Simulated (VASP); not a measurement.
Write the native input for VASP 6.6.1 that does the following.

```yaml
Task: molecular dynamics
Functional: PBE
Potentials_or_basis: VASP PAW PBE potentials, release 64 (Si, O)
Cutoff: 520 eV
k_mesh: 2 × 2 × 2
Occupations: fermi-dirac, width 0.02 eV
Spin: collinear spin, zero start
Starting_moments: "[0.0, 0.0, 0.0, 0.0, 0.0, 0.0, 0.0, 0.0, 0.0, 0.0, 0.0, 0.0, 0.0, 0.0, 0.0, 0.0, 0.0] μB"
Dipole_correction: no
Further_INCAR_settings: LREAL = Auto; ALGO = Normal; EDIFF = 1e-05; ISYM = 0; IBRION = 0; POTIM = 1.5; NSW = 40
```

The structure of Si16O (a cell with a defect) lies in POSCAR:

```
Si16O
1.0
    0.0000000000      5.4300000000      5.4300000000
    5.4300000000      0.0000000000      5.4300000000
    5.4300000000      5.4300000000      0.0000000000
Si O
16 1
Direct
    0.0201649100     -0.0561276400      0.0008781100
    0.1497127000      0.0742027500      0.1119607800
   -0.0080770300      0.0485344100      0.4680919800
    0.1320622700      0.1221469300      0.6256251900
   -0.0013978500      0.5434540100     -0.0479223000
    0.1527219900      0.5723426400      0.1259081600
    0.0120680700      0.4979228400      0.4971493900
    0.1245059900      0.6767281600      0.5808673200
    0.5151013600     -0.0085279300     -0.0044957000
    0.6470235900      0.1054015400      0.1232280300
    0.5069004300     -0.0033216800      0.4973347200
    0.6184766700      0.1370338300      0.6196870200
    0.5263529800      0.4808787300     -0.0068664000
    0.6338587200      0.6219330200      0.1205175200
    0.4977108500      0.5125701100      0.4939906500
    0.6372335300      0.6221934800      0.6189588800
    0.0789873100      0.3086421000      0.9283584600
```

One way to write it, as run:

INCAR

```
SYSTEM = Si16O
PREC = Accurate ; ENCUT = 520
EDIFF = 1E-5 ; ISMEAR = -1
SIGMA = 0.02 ; LREAL = Auto
LASPH = .TRUE. ; NELM = 150
ALGO = Normal ; ISIF = 2
LWAVE = .FALSE. ; LCHARG = .TRUE.
ISPIN = 2 ; MAGMOM = 0 0 0 0 0 0 0 0 0 0 0 0 0 0 0 0 0
LORBIT = 11 ; GGA = PE
IBRION = 0 ; NSW = 40
POTIM = 1.5 ; TEBEG = 1200.0
TEEND = 1200.0 ; ISYM = 0
NELMIN = 4 ; RANDOM_SEED = 592474 0 0
MDALGO = 2 ; SMASS = 0
KPAR = 2 ; NCORE = 2
```

KPOINTS

```
Automatic mesh
0
G
  2 2 2
  0 0 0
```

Potentials or basis: VASP PAW PBE potentials, release 64 (Si, O).

Launch:

```bash
$ cat potpaw_PBE.64/Si/POTCAR potpaw_PBE.64/O/POTCAR > POTCAR
$ mpirun -np 4 vasp_std > vasp.out
```

Results of the run:

| Property | Result |
| --- | --- |
| Valence electrons inside the program's atomic spheres | Si 1.68, 1.70, 1.61, 1.62, 1.73, 1.64, 1.69, 1.67, 1.66, 1.72 (each value once); O 5.12 |

Caveat: the k points lie up to 0.50 Å⁻¹ apart.

It took 31 min on 4 MPI ranks on Intel(R) Xeon(R) Platinum 8259CL CPU @ 2.50GHz (Skylake/Cascade Lake), on a shared host, peak memory 0.59 GiB a rank.
